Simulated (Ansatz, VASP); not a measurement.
## PbS: VASP beside Ansatz

INCAR

```
  PREC = Accurate
  ENCUT = 520
  EDIFF = 1E-6
  ISMEAR = 0
  SIGMA = 0.03
  LREAL = False
  LASPH = True
  NELM = 60
  ALGO = Normal
  ISIF = 2
  LWAVE = False
  LCHARG = False
  GGA = PE
  NBANDS = 17
```

File KPOINTS:

```
Automatic mesh
0
Gamma
  10 10 10
```

POSCAR

```
PbS
1.0
    0.0000000000      2.9650000000      2.9650000000
    2.9650000000      0.0000000000      2.9650000000
    2.9650000000      2.9650000000      0.0000000000
Pb S
1 1
Direct
    0.0000000000      0.0000000000      0.0000000000
    0.5737774030      0.5737774030      0.4262225970
```

Input for Ansatz:

```yaml
crystal:
  lattice:
    - [0.0, 2.965, 2.965]
    - [2.965, 0.0, 2.965]
    - [2.965, 2.965, 0.0]
  atoms:
    - { symbol: Pb, position: [0.0, 0.0, 0.0] }
    - { symbol: S, position: [0.573777403, 0.573777403, 0.426222597] }
basis:
  ecutwfc: 420
kpoints:
  mp_grid: { grid: [10, 10, 10] }
hamiltonian:
  xc: pbe
scf:
  occupations: { method: gaussian, width: 0.03 }
output:
  forces: true
  stress: true
  eigenvalues: true
  write_density: true
  write_potential: true
  elf: true
  volumetric_format: npy
```

Change from the starting cell: all S atoms moved +0.438 Å, as atom 2 along Cartesian [0 0 1].

Alike in both runs: task single point; functional PBE; k mesh 10 × 10 × 10; occupations gaussian, width 0.03 eV; no spin polarisation.

```csv
,VASP,Ansatz
version,VASP 6.6.1,Ansatz 0.2.0
potentials or method,"VASP PAW PBE potentials, release 64 (Pb_d, S), cutoff 520 eV","scalar-relativistic, plane waves, PAW"
valence electrons in the cell,20,20
```

```csv
,VASP,Ansatz,Ansatz less VASP
gap on the k mesh at the Fermi level (eV),1.37,1.37,-0.002
least direct gap on the mesh (eV),1.37,1.37,-0.002
pressure (GPa),5.7,5.8,+0.06
"traceless stress, the component that is largest in VASP (GPa)",6.21,6.22,+0.003
rms of the force components (eV/Å),0.738,0.738,+0.0002
```

Atom by atom the forces differ by 0.000 eV/Å (rms over components). The functional is the same, so the differences come from potentials, cutoffs and numerics.

Spin-orbit coupling is off throughout.
